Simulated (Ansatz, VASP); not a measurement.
Two plane-wave programs on Mn

Contents of POSCAR:

```
Mn
1.0
    0.0000000000      2.5417510800      2.5417510800
    2.5417510800      0.0000000000      2.5417510800
    2.5417510800      2.5417510800      0.0000000000
Mn
2
Direct
    0.1250000000      0.1250000000      0.1250000000
    0.8750000000      0.8750000000      0.8750000000
```

The input INCAR.step1:

```
PREC = Accurate
ENCUT = 520
ISMEAR = -1
SIGMA = 0.1
LREAL = F
LASPH = T
NELM = 100
NBANDS = 20
GGA = PE
ALGO = Normal
EDIFF = 1E-4
LWAVE = T
LCHARG = F
```

Contents of INCAR.step2:

```
PREC = Accurate
ENCUT = 520
EDIFF = 1E-6
ISMEAR = -1
SIGMA = 0.1
LREAL = F
LASPH = T
NELM = 100
ALGO = Normal
ISIF = 2
LWAVE = F
LCHARG = T
METAGGA = R2SCAN
LMIXTAU = T
LELF = T
LVHAR = T
NBANDS = 20
ISTART = 1
```

The input KPOINTS:

```
regular mesh
0
Gamma
  13 13 13
```

Input for Ansatz:

```yaml
crystal:
  lattice:
    - [0.0, 2.54175108, 2.54175108]
    - [2.54175108, 0.0, 2.54175108]
    - [2.54175108, 2.54175108, 0.0]
  atoms:
    - { symbol: Mn, position: [0.125, 0.125, 0.125] }
    - { symbol: Mn, position: [0.875, 0.875, 0.875] }
hamiltonian:
  xc: r2scan
  pseudopotentials:
    kind: paw
    azcp:
      Mn: "pseudopotentials/Mn.paw.azcp"
basis:
  ecutwfc: 500
  fft_grid_basis: typed
kpoints:
  mp_grid: { grid: [13, 13, 13], shift: [0, 0, 0] }
magnetization:
  spin_polarized: false
scf:
  occupations: { method: fermi_dirac, width: 0.1 }
  lower_state_search: "off"
output:
  stress: true
```

Alike in both runs: task single point; functional r2SCAN; k mesh 13 × 13 × 13; occupations fermi-dirac, width 0.1 eV; no spin polarisation.

|  | VASP | Ansatz |
| --- | --- | --- |
| version | VASP 6.6.1 | Ansatz 0.2.0 |
| potentials or method | VASP PAW PBE potentials, release 64 (Mn_pv), cutoff 520 eV | plane waves (500 eV) with PAW, scalar-relativistic |
| valence electrons in the cell | 26 | 30 |

VASP gave:

| Property | Result |
| --- | --- |
| pressure (GPa) | -13.8 |

Estimate Ansatz's values.

pressure (GPa): -14.3.

VASP's potentials were made for PBE, not for r2SCAN. The functional is the same, so the differences come from potentials, cutoffs and numerics. VASP's potentials hold 26 valence electrons a cell and Ansatz's 30, so a difference there can come from the potentials and not from the codes.
